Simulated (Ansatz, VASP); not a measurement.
## One calculation of HfC, two programs

```
Hf C
1.0
     0.00000    2.33272    2.33272
     2.33272    0.00000    2.33272
     2.33272    2.33272    0.00000
Hf C
1 1
Direct
  0.50000 0.50000 0.50000
  0.00000 0.00000 0.00000
```

Change from the starting cell: volume scaled by 1.01, PAW files.

Alike in both runs: task electric field gradients; functional PBE; k mesh 15 × 15 × 15; occupations fermi-dirac, width 0.05 eV; no spin polarisation.

```csv
,VASP,Ansatz
version,VASP 6.6.1,Ansatz 0.2.0
potentials or method,"VASP PAW PBE potentials, release 64 (Hf_pv, C)","PAW with Ansatz's default frozen-core files, scalar-relativistic"
plane-wave cutoff (eV),520,420
valence electrons in the cell,14,30
```

```tsv
	VASP	Ansatz	Ansatz less VASP
pressure (GPa)	-2.8	-2.1	+0.68
```

The functional is the same, so the differences come from potentials, cutoffs and numerics. VASP's potentials hold 14 valence electrons a cell and Ansatz's 30, so a difference there can come from the potentials and not from the codes.

Neither program's run includes spin-orbit coupling.
